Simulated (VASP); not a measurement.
# B (Im-3m) in VASP: notebook

B is run at these levels: LDA; tasks: single point.

Everything below comes from runs of VASP 6.6.1. Logs are shortened: lines on timing, memory, paths and dates and some standing lists are left out, and cuts for length are marked.

### Step 1. The cell of the first run

Symmetry: Im-3m, No. 229, cubic system. The conventional cell has a = 2.281 Å, b = 2.281 Å, c = 2.281 Å, α = 90.00°, β = 90.00°, γ = 90.00°. Within 2.6 Å of B (site symmetry m-3m) lie 14 B at 1.98 to 2.28 Å.

### Step 2. Single point, LDA

File INCAR:

```
SYSTEM = B
  ALGO = Normal
  EDIFF = 1E-7
  ENCUT = 520
  ISIF = 2
  ISMEAR = -1
  LASPH = .True.
  LCHARG = .True.
  LELF = .True.
  LREAL = .False.
  LVHAR = .True.
  LWAVE = .False.
  NBANDS = 8
  NELM = 80
  PREC = Accurate
  SIGMA = 0.1
```

File KPOINTS:

```
k-points
0
Gamma
  18 18 18
  0 0 0
```

File POSCAR:

```
B
1.0
   -1.1405651840      1.1405651840      1.1405651840
    1.1405651840     -1.1405651840      1.1405651840
    1.1405651840      1.1405651840     -1.1405651840
B
1
Direct
    0.0000000000      0.0000000000      0.0000000000
```

Potentials or basis: VASP PAW LDA potentials, release 64 (B).

The run is started by

```
cat potpaw_LDA.64/B/POTCAR > POTCAR
mpirun -np 1 vasp_std > vasp.out
```

OUTCAR:

```text
SYSTEM = B
   EDIFF = 1E-7
   ENCUT = 520
   ISIF = 2
   ISMEAR = -1
   LASPH = .True.
   LREAL = .False.
   NELM = 80
   PREC = Accurate

 ion  position               nearest neighbor table
   1  0.000  0.000  0.000-

  LATTYP: Found a body centered cubic cell.
 ALAT       =     2.2811303680

  Lattice vectors:

 A1 = (  -1.1405651840,   1.1405651840,   1.1405651840)
 A2 = (   1.1405651840,  -1.1405651840,   1.1405651840)
 A3 = (   1.1405651840,   1.1405651840,  -1.1405651840)

Analysis of symmetry for initial positions (statically):
=====================================================================
 Subroutine PRICEL returns:
 Original cell was already a primitive cell.

 Routine SETGRP: Setting up the symmetry group for a
 body centered cubic supercell.

 Subroutine GETGRP returns: Found 48 space group operations
 (whereof 48 operations were pure point group operations)
 out of a pool of 48 trial point group operations.

The static configuration has the point symmetry O_h .

Analysis of symmetry for dynamics (positions and initial velocities):
=====================================================================
 Subroutine PRICEL returns:
 Original cell was already a primitive cell.

 Routine SETGRP: Setting up the symmetry group for a
 body centered cubic supercell.

 Subroutine GETGRP returns: Found 48 space group operations
 (whereof 48 operations were pure point group operations)
 out of a pool of 48 trial point group operations.

The dynamic configuration has the point symmetry O_h .

 Subroutine INISYM returns: Found 48 space group operations
 (whereof 48 operations are pure point group operations),
 and found     1 'primitive' translations

----------------------------------------------------------------------------------------

                                     Primitive cell

  volume of cell :       5.9350

  direct lattice vectors                    reciprocal lattice vectors
    -1.140565184  1.140565184  1.140565184     0.000000000  0.438379154  0.438379154
     1.140565184 -1.140565184  1.140565184     0.438379154  0.000000000  0.438379154
     1.140565184  1.140565184 -1.140565184     0.438379154  0.438379154  0.000000000

  length of vectors
     1.975516848  1.975516848  1.975516848     0.619961744  0.619961744  0.619961744

  position of ions in fractional coordinates (direct lattice)
     0.000000000  0.000000000  0.000000000

  ion indices of the primitive-cell ions
[... 75 lines left out ...]
   LREAL  =      F    real-space projection
   EDIFFG = 0.1E-05   stopping-criterion for IOM
   NSW    =      0    number of steps for IOM
   IBRION =     -1    ionic relax: 0-MD 1-quasi-New 2-CG
   NFREE  =      0    steps in history (QN), initial steepest desc. (CG)
   ISIF   =      2    stress and relaxation
   ISYM   =      2    0-nonsym 1-usesym 2-fastsym
   POTIM  = 0.5000    time-step for ionic-motion
   TEBEG  =    0.0;   TEEND  =   0.0 temperature during run
   PSTRESS=    0.0 pullay stress
   NELECT =       3.0000    total number of electrons
   NUPDOWN=      -1.0000    fix difference up-down
   EMIN   =  10.00;   EMAX   =-10.00  energy-range for DOS
   EFERMI =   0.00;   METHOD = LEGACY
   ISMEAR =    -1;   SIGMA  =   0.10  broadening in eV -4-tet -1-fermi 0-gaus
   EFERMI_NEDOS =   21; number of points for ismear=-14 and -15
   IALGO  =     38    algorithm
   IMIX   =      4    mixing-type and parameters
     AMIX     =   0.40;   BMIX     =  1.00
     AMIX_MAG =   1.60;   BMIX_MAG =  1.00
  volume/ion in A,a.u.               =       5.93        40.05
  Fermi-wavevector in a.u.,A,eV,Ry     =   1.304093  2.464378 23.138855  1.700658
  Thomas-Fermi vector in A             =   2.435051
   LORBIT       =      0    0 simple, 1 ext, 2 COOP (PROOUT), +10 PAW based schemes
   GGA     = CA    functional components
   LHFCALC =     F    Hartree Fock is set to
   AEXX    =    0.0000 exact exchange contribution
   IVDW    =     0    specifies the selected vdW correction
   LEPSILON=     F    determine dielectric tensor
   LRPA    =     F    only Hartree local field effects (RPA)
 non-spin polarized calculation
  energy-cutoff  :      520.00
  volume of cell :        5.93
 maximum number of plane-waves:       168
   NGX =  7   NGY =  7   NGZ =  7

 number of electron       3.0000000 magnetization

 Free energy of the ion-electron system (eV)
  ---------------------------------------------------
  ext. energy  EPLUGINS =         0.00000000
  ---------------------------------------------------
  free energy    TOTEN  =        -5.74376961 eV

  energy without entropy =       -5.73683131  energy(sigma->0) =       -5.74030046

 E-fermi :  10.6148     XC(G=0): -13.0091

 val. band max:       10.5138297386   @ k =  -0.4444   0.5000   0.3889
 cond. band min:      10.6230325489   @ k =   0.5000   0.5000   0.4444
 fundamental gap:      0.1092028104
 Fermi energy:        10.6148465429

 k-point     1 :       0.0000    0.0000    0.0000
  band No.  band energies     occupation
      1      -8.2855      2.00000
      2      26.3072      0.00000
      3      26.3072      0.00000
      4      26.3072      0.00000
      5      45.1752      0.00000
      6      45.1752      0.00000
      7      45.1752      0.00000
      8      49.0723      0.00000
[... 243 lines left out ...]
 k-point    24 :       0.3889    0.1111    0.0000
  band No.  band energies     occupation
      1       0.6645      2.00000
      2       7.6358      2.00000
      3      17.8646      0.00000
      4      21.9076      0.00000
      5      36.0253      0.00000
      6      38.0374      0.00000
      7      49.7621      0.00000
      8      51.7896      0.00000

 [... further k-points ...]

------------------------ aborting loop because EDIFF is reached ----------------------------------------

  FORCE on cell =-STRESS in cart. coord.  units (eV):
  Direction    XX          YY          ZZ          XY          YZ          ZX
  --------------------------------------------------------------------------------------
  -------------------------------------------------------------------------------------
  Total        0.0104424      0.0104424      0.0104424      0.0000000      0.0000000     -0.0000000
  in kB        2.8189745      2.8189745      2.8189745      0.0000000      0.0000000     -0.0000000
  external PRESSURE =       2.8189745 kB  Pullay stress =       0.0000000 kB

 VOLUME and BASIS-vectors are now :
 -----------------------------------------------------------------------------
  energy-cutoff  :      520.00
  volume of cell :        5.93
      direct lattice vectors                 reciprocal lattice vectors
    -1.140565184  1.140565184  1.140565184     0.000000000  0.438379154  0.438379154
     1.140565184 -1.140565184  1.140565184     0.438379154  0.000000000  0.438379154
     1.140565184  1.140565184 -1.140565184     0.438379154  0.438379154  0.000000000

 POSITION                                       TOTAL-FORCE (eV/Angst)
 -----------------------------------------------------------------------------------
      0.00000      0.00000      0.00000        -0.000000      0.000000      0.000000
 -----------------------------------------------------------------------------------
    total drift:                               -0.000000     -0.000000      0.000000

  FREE ENERGIE OF THE ION-ELECTRON SYSTEM (eV)
  ---------------------------------------------------
  free  energy   TOTEN  =        -5.7437696130 eV

  energy  without entropy=       -5.7368313075  energy(sigma->0) =       -5.74030046
```

stdout:

```text
POSCAR found type information on POSCAR B
 POSCAR found :  1 types and       1 ions
 scaLAPACK will be used
 LDA part: xc-table for (Slater(with rela. corr.)+CA(PZ))
 , standard interpolation
 POSCAR, INCAR and KPOINTS ok, starting setup
 FFT: planning ... GRIDC
 FFT: planning ... GRID_SOFT
 FFT: planning ... GRID
 WAVECAR not read
 entering main loop
```

Wall time 3.1 s (1 thread of Intel Xeon 6975P-C (Granite Rapids), shared host); peak memory 0.1 GiB.

What came out:

```yaml
Free_energy: -5.7438 eV
Pressure: 0.3 GPa
```

### Step 3. Single point, LDA (volume scaled by 0.88)

File INCAR:

```
SYSTEM = B
PREC     = Accurate       ! precision mode
ENCUT    = 520            ! plane-wave cutoff, eV
EDIFF    = 1E-6           ! SCF threshold, eV
ISMEAR   = -1             ! smearing method
SIGMA    = 0.1            ! smearing width, eV
LREAL    = .False.        ! projectors in reciprocal space
LASPH    = .True.         ! aspherical terms in the spheres
NELM     = 80             ! most SCF steps
ALGO     = Normal         ! electronic algorithm
ISIF     = 2              ! what is computed and relaxed
LWAVE    = .False.        ! write WAVECAR
LCHARG   = .True.         ! write CHGCAR
LELF     = .True.         ! ELF
LVHAR    = .True.       
NBANDS   = 8              ! bands
```

File KPOINTS:

```
Automatic mesh
0
Gamma
  22 22 22
  0 0 0
```

File POSCAR:

```
B
1.0
   -1.0929853342      1.0929853342      1.0929853342
    1.0929853342     -1.0929853342      1.0929853342
    1.0929853342      1.0929853342     -1.0929853342
B
1
Direct
    0.0000000000      0.0000000000      0.0000000000
```

Potentials or basis: VASP PAW LDA potentials, release 64 (B).

The run is started by

```
cat potpaw_LDA.64/B/POTCAR > POTCAR
mpirun -np 1 vasp_std > vasp.out
```

OUTCAR:

```text
SYSTEM = B
   PREC = Accurate
   ENCUT = 520
   EDIFF = 1E-6
   ISMEAR = -1
   LREAL = .False.
   LASPH = .True.
   NELM = 80
   ISIF = 2

 ion  position               nearest neighbor table
   1  0.000  0.000  0.000-

  LATTYP: Found a body centered cubic cell.
 ALAT       =     2.1859706684

  Lattice vectors:

 A1 = (  -1.0929853342,   1.0929853342,   1.0929853342)
 A2 = (   1.0929853342,  -1.0929853342,   1.0929853342)
 A3 = (   1.0929853342,   1.0929853342,  -1.0929853342)

Analysis of symmetry for initial positions (statically):
=====================================================================
 Subroutine PRICEL returns:
 Original cell was already a primitive cell.

 Routine SETGRP: Setting up the symmetry group for a
 body centered cubic supercell.

 Subroutine GETGRP returns: Found 48 space group operations
 (whereof 48 operations were pure point group operations)
 out of a pool of 48 trial point group operations.

The static configuration has the point symmetry O_h .

Analysis of symmetry for dynamics (positions and initial velocities):
[... 158 lines left out ...]
 val. band max:       12.2849428683   @ k =   0.2273   0.1818   0.1818
 cond. band min:      12.3752296275   @ k =   0.5000   0.5000   0.4545
 fundamental gap:      0.0902867591
 Fermi energy:        12.3177325266

 k-point     1 :       0.0000    0.0000    0.0000
  band No.  band energies     occupation
      1      -8.1657      2.00000
      2      29.9219      0.00000
      3      29.9219      0.00000
      4      29.9219      0.00000
      5      49.5139      0.00000
      6      49.5139      0.00000
      7      49.5139      0.00000
      8      53.6305      0.00000
[... 243 lines left out ...]
 k-point    24 :       0.1364    0.0909    0.0000
  band No.  band energies     occupation
      1      -6.2645      2.00000
      2      24.4606      0.00000
      3      25.5580      0.00000
      4      28.0816      0.00000
      5      41.9704      0.00000
      6      42.8420      0.00000
      7      50.1775      0.00000
      8      55.3681      0.00000

 [... further k-points ...]

------------------------ aborting loop because EDIFF is reached ----------------------------------------

  FORCE on cell =-STRESS in cart. coord.  units (eV):
  Direction    XX          YY          ZZ          XY          YZ          ZX
  --------------------------------------------------------------------------------------
  -------------------------------------------------------------------------------------
  Total        1.3559428      1.3559428      1.3559428      0.0000000      0.0000000     -0.0000000
  in kB      415.9575095    415.9575095    415.9575095      0.0000000      0.0000000     -0.0000000
  external PRESSURE =     415.9575095 kB  Pullay stress =       0.0000000 kB

 VOLUME and BASIS-vectors are now :
 -----------------------------------------------------------------------------
  energy-cutoff  :      520.00
  volume of cell :        5.22
      direct lattice vectors                 reciprocal lattice vectors
    -1.092985334  1.092985334  1.092985334     0.000000000  0.457462680  0.457462680
     1.092985334 -1.092985334  1.092985334     0.457462680  0.000000000  0.457462680
     1.092985334  1.092985334 -1.092985334     0.457462680  0.457462680  0.000000000

 POSITION                                       TOTAL-FORCE (eV/Angst)
 -----------------------------------------------------------------------------------
      0.00000      0.00000      0.00000        -0.000000     -0.000000     -0.000000
 -----------------------------------------------------------------------------------
    total drift:                               -0.000000      0.000000      0.000000

  FREE ENERGIE OF THE ION-ELECTRON SYSTEM (eV)
  ---------------------------------------------------
  free  energy   TOTEN  =        -5.6581095718 eV

  energy  without entropy=       -5.6510129208  energy(sigma->0) =       -5.65456125
```

OSZICAR:

```text
N       E                     dE             d eps       ncg     rms          rms(c)
DAV:   1    -0.383376868989E+01   -0.38338E+01   -0.16620E+03  6088   0.301E+02
DAV:   2    -0.566714371780E+01   -0.18334E+01   -0.17898E+01  6728   0.340E+01
DAV:   3    -0.566865843570E+01   -0.15147E-02   -0.15147E-02  5960   0.104E+00
DAV:   4    -0.566865847212E+01   -0.36421E-07   -0.35462E-07  7336   0.479E-03
DAV:   5    -0.566865847220E+01   -0.80178E-10   -0.15495E-11  5976   0.189E-05    0.135E+00
DAV:   6    -0.566163736215E+01    0.70211E-02   -0.25943E-04  5736   0.118E-01    0.808E-01
DAV:   7    -0.565810979060E+01    0.35276E-02   -0.47748E-04  5520   0.164E-01    0.170E-02
DAV:   8    -0.565810957178E+01    0.21882E-06   -0.21219E-06  6104   0.137E-02
   1 F= -.56581096E+01 E0= -.56545612E+01  d E =-.709665E-02
```

It took 3.5 s on 1 thread of Intel Xeon 6975P-C (Granite Rapids), shared host; peak memory 0.1 GiB.

What came out:

```
Free energy : -5.6581 eV
Pressure    : 41.6 GPa
```

### Step 4. Single point, LDA (volume scaled by 0.92)

File INCAR:

```
SYSTEM = B
PREC = Accurate
ENCUT = 520
EDIFF = 1E-6
ISMEAR = -1
SIGMA = 0.1
LREAL = .False.
LASPH = .True.
NELM = 100
ALGO = Normal
ISIF = 2
LWAVE = .False.
LCHARG = .False.
NBANDS = 8
```

File KPOINTS:

```
regular mesh
0
Gamma
  22 22 22
  0 0 0
```

File POSCAR:

```
B
1.0
   -1.1093009535      1.1093009535      1.1093009535
    1.1093009535     -1.1093009535      1.1093009535
    1.1093009535      1.1093009535     -1.1093009535
B
1
Direct
    0.0000000000      0.0000000000      0.0000000000
```

Potentials or basis: VASP PAW LDA potentials, release 64 (B).

The run is started by

```
cat potpaw_LDA.64/B/POTCAR > POTCAR
mpirun -np 1 vasp_std > vasp.out
```

OUTCAR:

```text
SYSTEM = B
   PREC = Accurate
   ENCUT = 520
   EDIFF = 1E-6
   ISMEAR = -1
   LREAL = .False.
   LASPH = .True.
   NELM = 100
   ISIF = 2

 ion  position               nearest neighbor table
   1  0.000  0.000  0.000-

  LATTYP: Found a body centered cubic cell.
 ALAT       =     2.2186019070

  Lattice vectors:

 A1 = (  -1.1093009535,   1.1093009535,   1.1093009535)
 A2 = (   1.1093009535,  -1.1093009535,   1.1093009535)
 A3 = (   1.1093009535,   1.1093009535,  -1.1093009535)

Analysis of symmetry for initial positions (statically):
=====================================================================
 Subroutine PRICEL returns:
 Original cell was already a primitive cell.

 Routine SETGRP: Setting up the symmetry group for a
 body centered cubic supercell.

 Subroutine GETGRP returns: Found 48 space group operations
 (whereof 48 operations were pure point group operations)
 out of a pool of 48 trial point group operations.

The static configuration has the point symmetry O_h .

Analysis of symmetry for dynamics (positions and initial velocities):
=====================================================================
 Subroutine PRICEL returns:
 Original cell was already a primitive cell.

[... 151 lines left out ...]

 E-fermi :  11.7198     XC(G=0): -13.3611

 val. band max:       11.6813134182   @ k =   0.2727   0.2273   0.1818
 cond. band min:      11.7410771570   @ k =   0.2273   0.1818   0.1818
 fundamental gap:      0.0597637388
 Fermi energy:        11.7197587502

 k-point     1 :       0.0000    0.0000    0.0000
  band No.  band energies     occupation
      1      -8.2116      2.00000
      2      28.6273      0.00000
      3      28.6273      0.00000
      4      28.6273      0.00000
      5      47.9627      0.00000
      6      47.9627      0.00000
      7      47.9627      0.00000
      8      52.0021      0.00000
[... 243 lines left out ...]
 k-point    24 :       0.1364    0.0909    0.0000
  band No.  band energies     occupation
      1      -6.3495      2.00000
      2      23.3872      0.00000
      3      24.4736      0.00000
      4      26.8904      0.00000
      5      40.6028      0.00000
      6      41.4685      0.00000
      7      48.6303      0.00000
      8      53.6448      0.00000

 [... further k-points ...]
[... 5 lines left out ...]
  --------------------------------------------------------------------------------------
  -------------------------------------------------------------------------------------
  Total        0.8568597      0.8568597      0.8568597      0.0000000      0.0000000      0.0000000
  in kB      251.4271426    251.4271426    251.4271426      0.0000000      0.0000000      0.0000000
  external PRESSURE =     251.4271426 kB  Pullay stress =       0.0000000 kB

 VOLUME and BASIS-vectors are now :
 -----------------------------------------------------------------------------
  energy-cutoff  :      520.00
  volume of cell :        5.46
      direct lattice vectors                 reciprocal lattice vectors
    -1.109300954  1.109300954  1.109300954     0.000000000  0.450734310  0.450734310
     1.109300954 -1.109300954  1.109300954     0.450734310  0.000000000  0.450734310
     1.109300954  1.109300954 -1.109300954     0.450734310  0.450734310  0.000000000

 POSITION                                       TOTAL-FORCE (eV/Angst)
 -----------------------------------------------------------------------------------
      0.00000      0.00000      0.00000        -0.000000     -0.000000     -0.000000
 -----------------------------------------------------------------------------------
    total drift:                               -0.000000      0.000000      0.000000

  FREE ENERGIE OF THE ION-ELECTRON SYSTEM (eV)
  ---------------------------------------------------
  free  energy   TOTEN  =        -5.7073862039 eV

  energy  without entropy=       -5.7004307392  energy(sigma->0) =       -5.70390847
```

OSZICAR:

```text
N       E                     dE             d eps       ncg     rms          rms(c)
DAV:   1    -0.382495900700E+01   -0.38250E+01   -0.16321E+03  6032   0.300E+02
DAV:   2    -0.571406744958E+01   -0.18891E+01   -0.17788E+01  6784   0.341E+01
DAV:   3    -0.571583090004E+01   -0.17635E-02   -0.17633E-02  5944   0.110E+00
DAV:   4    -0.571583094954E+01   -0.49498E-07   -0.48889E-07  7360   0.549E-03
DAV:   5    -0.571583094877E+01    0.76544E-09   -0.23862E-11  5928   0.228E-05    0.126E+00
DAV:   6    -0.571022484172E+01    0.56061E-02   -0.18768E-04  5736   0.104E-01    0.755E-01
DAV:   7    -0.570738617982E+01    0.28387E-02   -0.36371E-04  5552   0.149E-01    0.168E-02
DAV:   8    -0.570738620387E+01   -0.24050E-07   -0.14052E-06  6072   0.112E-02
   1 F= -.57073862E+01 E0= -.57039085E+01  d E =-.695546E-02
```

stdout:

```text
POSCAR found type information on POSCAR B
 POSCAR found :  1 types and       1 ions
 scaLAPACK will be used
 LDA part: xc-table for (Slater(with rela. corr.)+CA(PZ))
 , standard interpolation
 POSCAR, INCAR and KPOINTS ok, starting setup
 FFT: planning ... GRIDC
 FFT: planning ... GRID_SOFT
 FFT: planning ... GRID
 WAVECAR not read
 entering main loop
```

Run time: 3.7 s. Hardware: 1 thread of Intel Xeon 6975P-C (Granite Rapids), shared host; peak memory 0.11 GiB.

What came out:

```yaml
Free_energy: -5.7074 eV
Pressure: 25.1 GPa
```

### Step 5. Summary

```csv
cell,k mesh,gap on the mesh (eV),pressure (GPa)
"a = 1.976 Å, angles 109.5°, 1 atom",18 × 18 × 18,none,0.3
"a = 1.893 Å, angles 109.5°, 1 atom",22 × 22 × 22,none,41.6
"a = 1.921 Å, angles 109.5°, 1 atom",22 × 22 × 22,none,25.1
```

Alike in all rows: task single point; level LDA; potentials or basis VASP PAW LDA potentials, release 64 (B); no spin polarisation; cutoff (eV) 520; smearing fermi-dirac 0.1 eV.

Total energies depend on the potentials used, so only differences within one code and one set of settings carry meaning.
